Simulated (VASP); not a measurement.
# Rh in VASP: a series of runs

Rh is run at these levels: PBE; tasks: single point, relaxation of the atoms.

Program: VASP 6.6.1. These are calculated values, not measurements. Logs are shortened: lines on timing, memory, paths and dates and some standing lists are left out, and cuts for length are marked.

## Step 1: The cell of the first run

The cell holds a slab with vacuum, 2 atoms: a = 2.725 Å, b = 2.725 Å, c = 18.193 Å, α = 90.00°, β = 90.00°, γ = 120.00°.

## Step 2: Single point, PBE

INCAR

```
  ALGO = Normal
  DIPOL = 0.5 0.5 0.500
  EDIFF = 1E-6
  ENCUT = 520
  GGA = PE
  IDIPOL = 3
  ISIF = 2
  ISMEAR = -1
  LASPH = T
  LCHARG = F
  LDIPOL = T
  LREAL = F
  LWAVE = F
  NBANDS = 22
  NELM = 100
  PREC = Accurate
  SIGMA = 0.05
```

KPOINTS

```
k-points
0
Gamma
  17 17 1
```

POSCAR

```
Rh
1.0
    2.7247541424      0.0000000000      0.0000000000
   -1.3623770712      2.3597063064      0.0000000000
    0.0000000000      0.0000000000     18.1930000000
Rh
2
Direct
    0.8333333330      0.1666666670      0.4397296154
    0.1666666670      0.8333333330      0.5602703846
```

Potentials or basis: VASP PAW PBE potentials, release 64 (Rh_pv).

Run with:

```
cat potpaw_PBE.64/Rh_pv/POTCAR > POTCAR
mpirun -np 1 vasp_std > vasp.out
```

OUTCAR:

```text
EDIFF = 1E-6
   ENCUT = 520
   GGA = PE
   ISIF = 2
   ISMEAR = -1
   LASPH = T
   LREAL = F
   NELM = 100
   PREC = Accurate

 ion  position               nearest neighbor table
   1  0.833  0.167  0.440-   2 2.70   2 2.70   2 2.70
   2  0.167  0.833  0.560-   1 2.70   1 2.70   1 2.70

  LATTYP: Found a hexagonal cell.
 ALAT       =     2.7247541424
 C/A-ratio  =     6.6769326879

  Lattice vectors:

 A1 = (   2.7247541424,   0.0000000000,   0.0000000000)
 A2 = (  -1.3623770712,   2.3597063064,   0.0000000000)
 A3 = (   0.0000000000,   0.0000000000,  18.1930000000)

Analysis of symmetry for initial positions (statically):
=====================================================================
 Subroutine PRICEL returns:
 Original cell was already a primitive cell.

 Routine SETGRP: Setting up the symmetry group for a
 hexagonal supercell.

 Subroutine GETGRP returns: Found 12 space group operations
 (whereof  4 operations were pure point group operations)
 out of a pool of 24 trial point group operations.

The static configuration has the point symmetry C_2h.
 The point group associated with its full space group is D_3d.

Analysis of symmetry for dynamics (positions and initial velocities):
=====================================================================
 Subroutine PRICEL returns:
 Original cell was already a primitive cell.

 Routine SETGRP: Setting up the symmetry group for a
 hexagonal supercell.

 Subroutine GETGRP returns: Found 12 space group operations
 (whereof  4 operations were pure point group operations)
 out of a pool of 24 trial point group operations.

The dynamic configuration has the point symmetry C_2h.
 The point group associated with its full space group is D_3d.

 Subroutine INISYM returns: Found 12 space group operations
 (whereof  4 operations are pure point group operations),
 and found     1 'primitive' translations

----------------------------------------------------------------------------------------

                                     Primitive cell

  volume of cell :     116.9741

  direct lattice vectors                    reciprocal lattice vectors
     2.724754142  0.000000000  0.000000000     0.367005589  0.211890776  0.000000000
    -1.362377071  2.359706306  0.000000000     0.000000000  0.423781552  0.000000000
     0.000000000  0.000000000 18.193000000     0.000000000  0.000000000  0.054966196

  length of vectors
     2.724754142  2.724754142 18.193000000     0.423781552  0.423781552  0.054966196

  position of ions in fractional coordinates (direct lattice)
     0.833333333  0.166666667  0.439729615
     0.166666667  0.833333333  0.560270385

  ion indices of the primitive-cell ions
   primitive index   ion index
                 1           1
                 2           2

----------------------------------------------------------------------------------------

 KPOINTS: k-points

Automatic generation of k-mesh.
 Grid dimensions read from file:
 generate k-points for:   17   17    1

 Generating k-lattice:

  Cartesian coordinates                     Fractional coordinates (reciprocal lattice)
     0.021588564  0.012464163  0.000000000     0.058823529  0.000000000  0.000000000
     0.000000000  0.024928327  0.000000000     0.000000000  0.058823529  0.000000000
     0.000000000  0.000000000  0.054966196     0.000000000  0.000000000  1.000000000

  Length of vectors
     0.024928327  0.024928327  0.054966196

  Shift w.r.t. Gamma in fractional coordinates (k-lattice)
     0.000000000  0.000000000  0.000000000

 Subroutine IBZKPT returns following result:
 ===========================================

 Found     33 irreducible k-points:

 Following reciprocal coordinates:
            Coordinates               Weight
  0.000000  0.000000  0.000000      1.000000
  0.058824 -0.000000  0.000000      6.000000
  0.117647 -0.000000  0.000000      6.000000
  0.176471 -0.000000  0.000000      6.000000
  0.235294 -0.000000  0.000000      6.000000
  0.294118  0.000000  0.000000      6.000000
[... 16 lines left out ...]
  0.411765  0.117647  0.000000     12.000000
  0.176471  0.176471  0.000000      6.000000
 [... further k-points ...]
   k-points           NKPTS =     33   k-points in BZ     NKDIM =     33   number of bands    NBANDS=     22
   number of dos      NEDOS =    301   number of ions     NIONS =      2
   total plane-waves  NPLWV =  56000
   dimension x,y,z NGX =    20 NGY =   20 NGZ =  140
   dimension x,y,z NGXF=    40 NGYF=   40 NGZF=  280
   ions per type =               2
   NGX,Y,Z   is equivalent  to a cutoff of  12.20, 12.20, 12.79 a.u.
   NGXF,Y,Z  is equivalent  to a cutoff of  24.41, 24.41, 25.59 a.u.
 SYSTEM =  unknown system
   PREC   = accura    normal or accurate (medium, high low for compatibility)
   ISTART =      0    job   : 0-new  1-cont  2-samecut
   ICHARG =      2    charge: 1-file 2-atom 10-const
   ISPIN  =      1    spin polarized calculation?
   LNONCOLLINEAR =      F non collinear calculations
   LSORBIT =      F    spin-orbit coupling
   LASPH  =      T    aspherical Exc in radial PAW
   ENCUT  =  520.0 eV  38.22 Ry    6.18 a.u.   5.07  5.07 33.83*2*pi/ulx,y,z
   NELM   =    100;   NELMIN=  2; NELMDL= -5     # of ELM steps
   EDIFF  = 0.1E-05   stopping-criterion for ELM
   LREAL  =      F    real-space projection
   EDIFFG = 0.1E-04   stopping-criterion for IOM
   NSW    =      0    number of steps for IOM
   IBRION =     -1    ionic relax: 0-MD 1-quasi-New 2-CG
   NFREE  =      0    steps in history (QN), initial steepest desc. (CG)
   ISIF   =      2    stress and relaxation
   ISYM   =      2    0-nonsym 1-usesym 2-fastsym
   POTIM  = 0.5000    time-step for ionic-motion
   TEBEG  =    0.0;   TEEND  =   0.0 temperature during run
   PSTRESS=    0.0 pullay stress
   NELECT =      30.0000    total number of electrons
   NUPDOWN=      -1.0000    fix difference up-down
   EMIN   =  10.00;   EMAX   =-10.00  energy-range for DOS
   EFERMI =   0.00;   METHOD = LEGACY
   ISMEAR =    -1;   SIGMA  =   0.05  broadening in eV -4-tet -1-fermi 0-gaus
   EFERMI_NEDOS =   21; number of points for ismear=-14 and -15
   IALGO  =     38    algorithm
   IMIX   =      4    mixing-type and parameters
     AMIX     =   0.40;   BMIX     =  1.00
     AMIX_MAG =   1.60;   BMIX_MAG =  1.00
  volume/ion in A,a.u.               =      58.49       394.69
  Fermi-wavevector in a.u.,A,eV,Ry     =   1.040125  1.965551 14.719589  1.081859
  Thomas-Fermi vector in A             =   2.174686
   LORBIT       =      0    0 simple, 1 ext, 2 COOP (PROOUT), +10 PAW based schemes
   GGA     = PE    functional components
   LHFCALC =     F    Hartree Fock is set to
   AEXX    =    0.0000 exact exchange contribution
   IVDW    =     0    specifies the selected vdW correction
   LEPSILON=     F    determine dielectric tensor
   LRPA    =     F    only Hartree local field effects (RPA)
 non-spin polarized calculation
  energy-cutoff  :      520.00
  volume of cell :      116.97
 maximum number of plane-waves:      3177
   NGX = 11   NGY = 11   NGZ = 67

 number of electron      30.0000006 magnetization

 dipolmoment           0.000000      0.000000     -0.000000 electrons x Angstroem

 Free energy of the ion-electron system (eV)
  ---------------------------------------------------
  ext. energy  EPLUGINS =         0.00000000
  ---------------------------------------------------
  free energy    TOTEN  =       -12.88341122 eV

  energy without entropy =      -12.85345017  energy(sigma->0) =      -12.86843069

 E-fermi :  -1.1704     XC(G=0):  -4.3772

 val. band max:       -1.1865815855   @ k =   0.0588  -0.0000   0.0000
 cond. band min:      -1.1623666106   @ k =   0.3529   0.2941   0.0000
 fundamental gap:      0.0242149749
 Fermi energy:        -1.1703910648

 k-point     1 :       0.0000    0.0000    0.0000
  band No.  band energies     occupation
      1     -47.4870      2.00000
      2     -47.2280      2.00000
      3     -47.2280      2.00000
      4     -47.1779      2.00000
      5     -47.1779      2.00000
      6     -47.1373      2.00000
[... 14 lines left out ...]
     21       3.9285      0.00000
     22       5.2524      0.00000

 k-point     2 :       0.0588   -0.0000    0.0000
  band No.  band energies     occupation
      1     -47.4833      2.00000
      2     -47.2474      2.00000
      3     -47.2327      2.00000
      4     -47.1935      2.00000
      5     -47.1811      2.00000
      6     -47.1349      2.00000
[... 14 lines left out ...]
     21       4.0182      0.00000
     22       5.3605      0.00000

 k-point     3 :       0.1176   -0.0000    0.0000
  band No.  band energies     occupation
      1     -47.4739      2.00000
      2     -47.2993      2.00000
      3     -47.2461      2.00000
      4     -47.2371      2.00000
      5     -47.1906      2.00000
      6     -47.1317      2.00000
[... 14 lines left out ...]
     21       4.2981      0.00000
     22       5.6834      0.00000

 k-point     4 :       0.1765   -0.0000    0.0000
  band No.  band energies     occupation
      1     -47.4650      2.00000
      2     -47.3734      2.00000
      3     -47.2966      2.00000
      4     -47.2661      2.00000
      5     -47.2053      2.00000
      6     -47.1312      2.00000
[... 14 lines left out ...]
     21       4.8024      0.00000
     22       6.2148      0.00000

 k-point     5 :       0.2353   -0.0000    0.0000
  band No.  band energies     occupation
      1     -47.4818      2.00000
      2     -47.4567      2.00000
      3     -47.3420      2.00000
      4     -47.2898      2.00000
      5     -47.2231      2.00000
      6     -47.1342      2.00000
[... 417 lines left out ...]
 k-point    22 :       0.3529    0.1176    0.0000
  band No.  band energies     occupation
      1     -47.6777      2.00000
      2     -47.6360      2.00000
      3     -47.3917      2.00000
      4     -47.3239      2.00000
      5     -47.2745      2.00000
      6     -47.1632      2.00000
[... 14 lines left out ...]
     21       8.6645      0.00000
     22       8.8223      0.00000

 k-point    23 :       0.4118    0.1176    0.0000
  band No.  band energies     occupation
      1     -47.7055      2.00000
      2     -47.6595      2.00000
      3     -47.4022      2.00000
      4     -47.3307      2.00000
      5     -47.2613      2.00000
      6     -47.1728      2.00000
[... 14 lines left out ...]
     21       8.9896      0.00000
     22       9.7937      0.00000

 k-point    24 :       0.1765    0.1765    0.0000
  band No.  band energies     occupation
      1     -47.5383      2.00000
      2     -47.5279      2.00000
      3     -47.3725      2.00000
      4     -47.3036      2.00000
      5     -47.2853      2.00000
      6     -47.1400      2.00000
[... 14 lines left out ...]
     21       6.5665      0.00000
     22       8.0635      0.00000

 [... further k-points ...]

------------------------ aborting loop because EDIFF is reached ----------------------------------------

 vacuum level on the upper side and lower side of the slab       (xc-potential included)        -0.114        -0.114

  FORCE on cell =-STRESS in cart. coord.  units (eV):
  Direction    XX          YY          ZZ          XY          YZ          ZX
  --------------------------------------------------------------------------------------
  -------------------------------------------------------------------------------------
  Total       -3.4431321     -3.4431321     -1.1930912      0.0000000      0.0000000      0.0000000
  in kB      -47.1600955    -47.1600955    -16.3416021      0.0000000      0.0000000      0.0000000
  external PRESSURE =     -36.8872644 kB  Pullay stress =       0.0000000 kB

 VOLUME and BASIS-vectors are now :
 -----------------------------------------------------------------------------
  energy-cutoff  :      520.00
  volume of cell :      116.97
      direct lattice vectors                 reciprocal lattice vectors
     2.724754142  0.000000000  0.000000000     0.367005589  0.211890776  0.000000000
    -1.362377071  2.359706306  0.000000000     0.000000000  0.423781552  0.000000000
     0.000000000  0.000000000 18.193000000     0.000000000  0.000000000  0.054966196

 POSITION                                       TOTAL-FORCE (eV/Angst)
 -----------------------------------------------------------------------------------
      2.04357      0.39328      8.00000        -0.000000      0.000000      0.536748
     -0.68119      1.96642     10.19300         0.000000     -0.000000     -0.536748
 -----------------------------------------------------------------------------------
    total drift:                               -0.000000     -0.000000      0.000000

  FREE ENERGIE OF THE ION-ELECTRON SYSTEM (eV)
  ---------------------------------------------------
  free  energy   TOTEN  =       -12.8834112209 eV

  energy  without entropy=      -12.8534501651  energy(sigma->0) =      -12.86843069

 vacuum level on the upper side and lower side of the slab         3.938         3.938
```

Run time: 4.2 min. Hardware: 1 thread of Intel Xeon 8259CL, shared host; peak memory 0.25 GiB.

Results:

```yaml
Free_energy: -12.8834 eV
Largest_force: 0.537 eV/Å
Band_gap_on_the_k_mesh: zero (bands 15 and 16 overlap by 1.57 eV)
```

Forces in eV/Å, atoms in the order of the input:
```
Rh   0.000  0.000  0.537
Rh   0.000  0.000 -0.537
```

## Step 3: Single point, PBE

INCAR

```
SYSTEM = Rh
ALGO = Normal
DIPOL = 0.5 0.5 0.500
EDIFF = 1E-6
ENCUT = 520
GGA = PE
IDIPOL = 3
ISIF = 2
ISMEAR = -1
LASPH = .TRUE.
LCHARG = .FALSE.
LDIPOL = .TRUE.
LREAL = .FALSE.
LWAVE = .FALSE.
NBANDS = 22
NELM = 100
PREC = Accurate
SIGMA = 0.05
```

KPOINTS

```
k-points
0
G
  17 17 1
  0 0 0
```

POSCAR

```
Rh
1.0
    2.7247541424      0.0000000000      0.0000000000
   -1.3623770712      2.3597063064      0.0000000000
    0.0000000000      0.0000000000     18.1930000000
Rh
2
Direct
    0.8333333333      0.1666666667      0.4416704135
    0.1666666667      0.8333333333      0.5583295865
```

Potentials or basis: VASP PAW PBE potentials, release 64 (Rh_pv).

Run with:

```
cat potpaw_PBE.64/Rh_pv/POTCAR > POTCAR
mpirun -np 1 vasp_std > vasp.out
```

It took 3.2 min on 1 thread of Intel Xeon 8259CL, shared host; peak memory 0.25 GiB.

Results (log left out):

| Property | Result |
| --- | --- |
| Free energy | -12.9032 eV |
| Band gap on the k mesh | zero (bands 15 and 16 overlap by 1.55 eV) |

Levels at points of the mesh, in eV from the Fermi level:
```csv
k point,band 12,band 13,band 14,band 15,band 16,band 17,band 18,band 19
"(0.00, 0.00, 0.00)",-2.38,-2.38,-0.83,-0.68,-0.68,0.36,0.36,1.35
```

## Step 4: Relaxation of the atoms, PBE

INCAR

```
SYSTEM = Rh
ALGO = Normal ; DIPOL = 0.5 0.5 0.500
EDIFF = 1E-6 ; EDIFFG = -0.01
ENCUT = 520 ; GGA = PE
IBRION = 2 ; IDIPOL = 3
ISIF = 2 ; ISMEAR = -1
LASPH = .TRUE. ; LCHARG = .FALSE.
LDIPOL = .TRUE. ; LREAL = .FALSE.
LWAVE = .FALSE. ; NELM = 100
NSW = 32 ; PREC = Accurate
SIGMA = 0.05
```

KPOINTS is that of step 3.

POSCAR is that of step 3.

Run with:

```
cat potpaw_PBE.64/Rh_pv/POTCAR > POTCAR
mpirun -np 1 vasp_std > vasp.out
```

Run time: 1.8 min. Hardware: 1 thread of Intel Xeon 8259CL, shared host; peak memory 0.25 GiB.

The run converged. Its results:

```
Free energy            : -12.9032 eV
Band gap on the k mesh : zero (bands 15 and 16 overlap by 1.55 eV)
```

Final structure:
```cif
data_structure
_symmetry_space_group_name_H-M 'P 1'
_symmetry_Int_Tables_number 1
_cell_length_a 2.7248
_cell_length_b 2.7248
_cell_length_c 18.1930
_cell_angle_alpha 90.000
_cell_angle_beta 90.000
_cell_angle_gamma 120.000
_cell_volume 116.97
loop_
_atom_site_label
_atom_site_type_symbol
_atom_site_fract_x
_atom_site_fract_y
_atom_site_fract_z
_atom_site_occupancy
Rh1 Rh 0.83333 0.16667 0.44167 1
Rh2 Rh 0.16667 0.83333 0.55833 1
```

Levels at points of the mesh, in eV from the Fermi level:
| k point | band 11 | band 12 | band 13 | band 14 | band 15 | band 16 | band 17 | band 18 | band 19 |
| --- | --- | --- | --- | --- | --- | --- | --- | --- | --- |
| (0.00, 0.00, 0.00) | -2.53 | -2.38 | -2.38 | -0.83 | -0.68 | -0.68 | 0.36 | 0.36 | 1.35 |

## Step 5: The runs side by side

| task | cell | gap on the mesh (eV) |
| --- | --- | --- |
| single point | as given, atomic positions A | none |
| single point | as given, atomic positions B | none |
| relaxation of the atoms | atoms relaxed, atomic positions B | none |

Alike in all rows: level PBE; potentials or basis VASP PAW PBE potentials, release 64 (Rh_pv); no spin polarisation; k mesh 17 × 17 × 1; cutoff (eV) 520; smearing fermi-dirac 0.05 eV.

Total energies depend on the potentials used, so only differences within one code and one set of settings carry meaning.

The gap in the log of VASP goes by the Fermi energy; the results here count the filled bands.